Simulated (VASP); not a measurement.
# BaTiO3 (R3m) in VASP: single point with r2SCAN

Aim: the single point of BaTiO3 with r2SCAN.

All numbers are computed with VASP 6.6.1; they aren't measurements. Logs are shortened: lines on timing, memory, paths and dates and some standing lists are left out, and cuts for length are marked.

**1. The cell of the first run**

Symmetry: R3m, No. 160, trigonal system. The conventional cell has a = 5.638 Å, b = 5.638 Å, c = 6.931 Å, α = 90.00°, β = 90.00°, γ = 120.00°. Ba (site symmetry 3m) has 12 O at 2.77 to 2.88 Å and 8 Ti at 3.38 to 3.56 Å within 3.7 Å. Within 2.5 Å of Ti (site symmetry 3m) lie 6 O at 1.87 to 2.13 Å. Within 2.5 Å of O (site symmetry m) lie 2 Ti at 1.87 to 2.13 Å.

**2. Single point, r2SCAN**

POSCAR reads:

```
BaTiO3
1.0
    3.9915085000      0.0000000000      0.0000000000
    0.0100976400      3.9914985300      0.0000000000
    0.0100976400      0.0100777000      3.9914786000
Ba Ti O
1 1 3
Direct
    0.0000000000      0.0000000000      0.0000000000
    0.4870000000      0.4870000000      0.4870000000
    0.5092000000      0.5092000000      0.0189000000
    0.0189000000      0.5092000000      0.5092000000
    0.5092000000      0.0189000000      0.5092000000
```

INCAR.step1 reads:

```
SYSTEM = BaTiO3
PREC = Accurate
ENCUT = 910
ISMEAR = -1
SIGMA = 0.0102
LREAL = .False.
LASPH = .True.
NELM = 120
NBANDS = 28
GGA = PE
ALGO = Normal
EDIFF = 1E-5
LWAVE = .True.
LCHARG = .False.
GGA_COMPAT = .False.
```

INCAR.step2 reads:

```
SYSTEM = BaTiO3
PREC = Accurate
ENCUT = 910
EDIFF = 1E-6
ISMEAR = -1
SIGMA = 0.0102
LREAL = .False.
LASPH = .True.
NELM = 120
ALGO = Normal
ISIF = 2
LWAVE = .False.
LCHARG = .False.
METAGGA = R2SCAN
LMIXTAU = .True.
NBANDS = 28
ISTART = 1
GGA_COMPAT = .False.
```

KPOINTS reads:

```
regular mesh
0
Gamma
  5 5 5
  0 0 0
```

Potentials or basis: VASP PAW PBE potentials, release 64 (Ba_sv, Ti_sv, O_h).

On the command line:

```console
cat potpaw_PBE.64/Ba_sv/POTCAR potpaw_PBE.64/Ti_sv/POTCAR potpaw_PBE.64/O_h/POTCAR > POTCAR
cp INCAR.step1 INCAR
mpirun -np 1 vasp_std > vasp.out
cp INCAR.step2 INCAR
mpirun -np 1 vasp_std > vasp.out
```

OUTCAR:

```text
SYSTEM = BaTiO3
   PREC = Accurate
   ENCUT = 910
   EDIFF = 1E-6
   ISMEAR = -1
   LREAL = .False.
   LASPH = .True.
   NELM = 120
   ISIF = 2
   METAGGA = R2SCAN
   ISTART = 1

 ion  position               nearest neighbor table
   1  0.000  0.000  0.000-   5 2.77   3 2.77   4 2.77   4 2.82   4 2.82   5 2.82   5 2.82   3 2.82
                             3 2.82   5 2.88   3 2.88   4 2.88   2 3.38   2 3.42   2 3.42   2 3.42
   2  0.487  0.487  0.487-   3 1.87   4 1.87   5 1.87   3 2.13   4 2.13   5 2.13   1 3.38   1 3.42
                             1 3.42   1 3.42   1 3.48   1 3.48   1 3.49   1 3.56
   3  0.509  0.509  0.019-   2 1.87   2 2.13   1 2.77   1 2.82   1 2.82   1 2.88
   4  0.019  0.509  0.509-   2 1.87   2 2.13   1 2.77   1 2.82   1 2.82   1 2.88
   5  0.509  0.019  0.509-   2 1.87   2 2.13   1 2.77   1 2.82   1 2.82   1 2.88

  LATTYP: Found a trigonal (rhomboedric) cell.
 ALAT       =     3.9915085000
 COS(alpha) =     0.0025297786

  Lattice vectors:

 A1 = (   3.9915085000,   0.0000000000,   0.0000000000)
 A2 = (   0.0100976400,   3.9914985300,   0.0000000000)
 A3 = (   0.0100976400,   0.0100777000,   3.9914786000)

Analysis of symmetry for initial positions (statically):
=====================================================================
 Subroutine PRICEL returns:
 Original cell was already a primitive cell.

 Routine SETGRP: Setting up the symmetry group for a
 trigonal (rhombohedral) supercell.

 Subroutine GETGRP returns: Found  6 space group operations
 (whereof  6 operations were pure point group operations)
 out of a pool of 12 trial point group operations.

The static configuration has the point symmetry C_3v.

Analysis of symmetry for dynamics (positions and initial velocities):
=====================================================================
 Subroutine PRICEL returns:
 Original cell was already a primitive cell.

 Routine SETGRP: Setting up the symmetry group for a
 trigonal (rhombohedral) supercell.

 Subroutine GETGRP returns: Found  6 space group operations
 (whereof  6 operations were pure point group operations)
 out of a pool of 12 trial point group operations.

The dynamic configuration has the point symmetry C_3v.

 Subroutine INISYM returns: Found  6 space group operations
 (whereof  6 operations are pure point group operations),
 and found     1 'primitive' translations

----------------------------------------------------------------------------------------

                                     Primitive cell

  volume of cell :      63.5926

  direct lattice vectors                    reciprocal lattice vectors
     3.991508500  0.000000000  0.000000000     0.250531848 -0.000633792 -0.000632195
     0.010097640  3.991498530  0.000000000     0.000000000  0.250532474 -0.000632545
     0.010097640  0.010077700  3.991478600     0.000000000  0.000000000  0.250533725

  length of vectors
     3.991508500  3.991511302  3.991504095     0.250533447  0.250533272  0.250533725

  position of ions in fractional coordinates (direct lattice)
     0.000000000  0.000000000  0.000000000
     0.487000000  0.487000000  0.487000000
     0.509200000  0.509200000  0.018900000
     0.018900000  0.509200000  0.509200000
     0.509200000  0.018900000  0.509200000

  ion indices of the primitive-cell ions
   primitive index   ion index
                 1           1
                 2           2
                 3           3
                 4           4
                 5           5

----------------------------------------------------------------------------------------

 KPOINTS: regular mesh

Automatic generation of k-mesh.
 Grid dimensions read from file:
 generate k-points for:    5    5    5

 Generating k-lattice:

  Cartesian coordinates                     Fractional coordinates (reciprocal lattice)
     0.050106370 -0.000126758 -0.000126439     0.200000000 -0.000000000  0.000000000
     0.000000000  0.050106495 -0.000126509     0.000000000  0.200000000  0.000000000
     0.000000000  0.000000000  0.050106745     0.000000000  0.000000000  0.200000000

  Length of vectors
     0.050106689  0.050106654  0.050106745

  Shift w.r.t. Gamma in fractional coordinates (k-lattice)
     0.000000000  0.000000000  0.000000000

 Subroutine IBZKPT returns following result:
 ===========================================

 Found     19 irreducible k-points:

 Following reciprocal coordinates:
            Coordinates               Weight
  0.000000  0.000000  0.000000      1.000000
  0.200000  0.000000  0.000000      6.000000
  0.400000  0.000000 -0.000000      6.000000
  0.200000  0.200000 -0.000000      6.000000
  0.400000  0.200000 -0.000000     12.000000
 -0.400000  0.200000  0.000000     12.000000
[... 11 lines left out ...]
  0.400000  0.400000  0.400000      2.000000
 -0.400000  0.400000  0.400000      6.000000
   k-points           NKPTS =     19   k-points in BZ     NKDIM =     19   number of bands    NBANDS=     28
   number of dos      NEDOS =    301   number of ions     NIONS =      5
   total plane-waves  NPLWV =  64000
   dimension x,y,z NGX =    40 NGY =   40 NGZ =   40
   dimension x,y,z NGXF=    80 NGYF=   80 NGZF=   80
   ions per type =               1   1   3
   NGX,Y,Z   is equivalent  to a cutoff of  16.66, 16.66, 16.66 a.u.
   NGXF,Y,Z  is equivalent  to a cutoff of  33.32, 33.32, 33.32 a.u.
 SYSTEM =  BaTiO3
   PREC   = accura    normal or accurate (medium, high low for compatibility)
   ISTART =      1    job   : 0-new  1-cont  2-samecut
   ICHARG =      0    charge: 1-file 2-atom 10-const
   ISPIN  =      1    spin polarized calculation?
   LNONCOLLINEAR =      F non collinear calculations
   LSORBIT =      F    spin-orbit coupling
   LASPH  =      T    aspherical Exc in radial PAW
   ENCUT  =  910.0 eV  66.88 Ry    8.18 a.u.   9.82  9.82  9.82*2*pi/ulx,y,z
   NELM   =    120;   NELMIN=  2; NELMDL=  0     # of ELM steps
   EDIFF  = 0.1E-05   stopping-criterion for ELM
   LREAL  =      F    real-space projection
   EDIFFG = 0.1E-04   stopping-criterion for IOM
   NSW    =      0    number of steps for IOM
   IBRION =     -1    ionic relax: 0-MD 1-quasi-New 2-CG
   NFREE  =      0    steps in history (QN), initial steepest desc. (CG)
   ISIF   =      2    stress and relaxation
   ISYM   =      2    0-nonsym 1-usesym 2-fastsym
   POTIM  = 0.5000    time-step for ionic-motion
   TEBEG  =    0.0;   TEEND  =   0.0 temperature during run
   PSTRESS=    0.0 pullay stress
   NELECT =      40.0000    total number of electrons
   NUPDOWN=      -1.0000    fix difference up-down
   EMIN   =  10.00;   EMAX   =-10.00  energy-range for DOS
   EFERMI =   0.00;   METHOD = LEGACY
   ISMEAR =    -1;   SIGMA  =   0.01  broadening in eV -4-tet -1-fermi 0-gaus
   EFERMI_NEDOS =   21; number of points for ismear=-14 and -15
   IALGO  =     38    algorithm
   IMIX   =      4    mixing-type and parameters
     AMIX     =   0.40;   BMIX     =  1.00
     AMIX_MAG =   1.60;   BMIX_MAG =  1.00
  volume/ion in A,a.u.               =      12.72        85.83
  Fermi-wavevector in a.u.,A,eV,Ry     =   1.402682  2.650685 26.769690  1.967517
  Thomas-Fermi vector in A             =   2.525419
   LORBIT       =      0    0 simple, 1 ext, 2 COOP (PROOUT), +10 PAW based schemes
   METAGGA = R2SCAN    functional components
   LHFCALC =     F    Hartree Fock is set to
   AEXX    =    0.0000 exact exchange contribution
   IVDW    =     0    specifies the selected vdW correction
   LEPSILON=     F    determine dielectric tensor
   LRPA    =     F    only Hartree local field effects (RPA)
 non-spin polarized calculation
  energy-cutoff  :      910.00
  volume of cell :       63.59
 maximum number of plane-waves:      3984
   NGX = 19   NGY = 19   NGZ = 19

 number of electron      39.9999994 magnetization

 Free energy of the ion-electron system (eV)
  ---------------------------------------------------
  ext. energy  EPLUGINS =         0.00000000
  ---------------------------------------------------
  free energy    TOTEN  =       -74.27367806 eV

  energy without entropy =      -74.27367806  energy(sigma->0) =      -74.27367806

 E-fermi :   4.1527     XC(G=0): -11.9521

 val. band max:        3.7773360057   @ k =   0.4000   0.4000   0.4000
 cond. band min:       6.6608609658   @ k =   0.0000   0.0000   0.0000
 fundamental gap:      2.8835249602
 Fermi energy:         4.1526502352

 k-point     1 :       0.0000    0.0000    0.0000
  band No.  band energies     occupation
      1     -54.5852      2.00000
      2     -29.7933      2.00000
      3     -29.7933      2.00000
      4     -29.7904      2.00000
      5     -21.5432      2.00000
      6     -13.9198      2.00000
[... 20 lines left out ...]
     27       9.5359      0.00000
     28      12.3001      0.00000

 k-point     2 :       0.2000    0.0000    0.0000
  band No.  band energies     occupation
      1     -54.5848      2.00000
      2     -29.8138      2.00000
      3     -29.7925      2.00000
      4     -29.7905      2.00000
      5     -21.4975      2.00000
      6     -13.9624      2.00000
[... 20 lines left out ...]
     27      10.3118      0.00000
     28      13.2074      0.00000

 k-point     3 :       0.4000    0.0000   -0.0000
  band No.  band energies     occupation
      1     -54.5842      2.00000
      2     -29.8481      2.00000
      3     -29.7913      2.00000
      4     -29.7893      2.00000
      5     -21.4215      2.00000
      6     -14.1302      2.00000
[... 20 lines left out ...]
     27      11.8821      0.00000
     28      12.9044      0.00000

 k-point     4 :       0.2000    0.2000   -0.0000
  band No.  band energies     occupation
      1     -54.5844      2.00000
      2     -29.8133      2.00000
      3     -29.8123      2.00000
      4     -29.7907      2.00000
      5     -21.4579      2.00000
      6     -13.9179      2.00000
[... 423 lines left out ...]
     27      12.9154      0.00000
     28      13.2754      0.00000

 k-point    18 :       0.4000    0.4000    0.4000
  band No.  band energies     occupation
      1     -54.5821      2.00000
      2     -29.8433      2.00000
      3     -29.8433      2.00000
      4     -29.8402      2.00000
      5     -21.2753      2.00000
      6     -13.2349      2.00000
[... 20 lines left out ...]
     27      12.4750      0.00000
     28      12.4750      0.00000

 k-point    19 :      -0.4000    0.4000    0.4000
  band No.  band energies     occupation
      1     -54.5821      2.00000
      2     -29.8439      2.00000
      3     -29.8433      2.00000
      4     -29.8396      2.00000
      5     -21.2752      2.00000
      6     -13.2299      2.00000
[... 20 lines left out ...]
     27      12.4060      0.00000
     28      12.5054      0.00000

------------------------ aborting loop because EDIFF is reached ----------------------------------------

  FORCE on cell =-STRESS in cart. coord.  units (eV):
  Direction    XX          YY          ZZ          XY          YZ          ZX
  --------------------------------------------------------------------------------------
  -------------------------------------------------------------------------------------
  Total        2.1064607      2.1066999      2.1069269     -0.0467149     -0.0464764     -0.0465970
  in kB       53.0709792     53.0770053     53.0827264     -1.1769524     -1.1709431     -1.1739824
  external PRESSURE =      53.0769036 kB  Pullay stress =       0.0000000 kB

 VOLUME and BASIS-vectors are now :
 -----------------------------------------------------------------------------
  energy-cutoff  :      910.00
  volume of cell :       63.59
      direct lattice vectors                 reciprocal lattice vectors
     3.991508500  0.000000000  0.000000000     0.250531848 -0.000633792 -0.000632195
     0.010097640  3.991498530  0.000000000     0.000000000  0.250532474 -0.000632545
     0.010097640  0.010077700  3.991478600     0.000000000  0.000000000  0.250533725

 POSITION                                       TOTAL-FORCE (eV/Angst)
 -----------------------------------------------------------------------------------
      0.00000      0.00000      0.00000        -0.014678     -0.014640     -0.014604
      1.95370      1.94877      1.94385         0.107051      0.106780      0.106511
      2.03781      2.03266      0.07544         0.051294      0.051164     -0.195220
      0.08572      2.03760      2.03246        -0.194960      0.051787      0.051656
      2.03781      0.08057      2.03246         0.051294     -0.195091      0.051656
 -----------------------------------------------------------------------------------
    total drift:                                0.002641      0.002663      0.002527

  FREE ENERGIE OF THE ION-ELECTRON SYSTEM (eV)
  ---------------------------------------------------
  free  energy   TOTEN  =       -74.2736780559 eV

  energy  without entropy=      -74.2736780559  energy(sigma->0) =      -74.27367806
```

Wall time 2.9 min (1 thread of Intel Xeon Platinum 8488C (Sapphire Rapids), shared host); peak memory 0.31 GiB.

What came out:

```
Free energy            : -74.2737 eV
Pressure               : 5.3 GPa
Largest force          : 0.208 eV/Å
Band gap on the k mesh : 2.88 eV (least direct gap 3.15 eV)
```

Forces in eV/Å, atoms in the order of the input:
```
Ba  -0.015 -0.015 -0.015
Ti   0.107  0.107  0.107
O    0.051  0.051 -0.195
O   -0.195  0.052  0.052
O    0.051 -0.195  0.052
```

Caveat: the cutoff is under 1.25 times the usual one of these potentials, so pressure, stress and relaxed cells hold a basis-set (Pulay) error; the cell stands under pressure; the PAW data sets were made with another functional, which shifts forces and pressure a little; spin-orbit coupling is left out, which moves the levels of the heavy elements; an odd mesh through Γ misses points on the zone boundary, where band edges can lie.
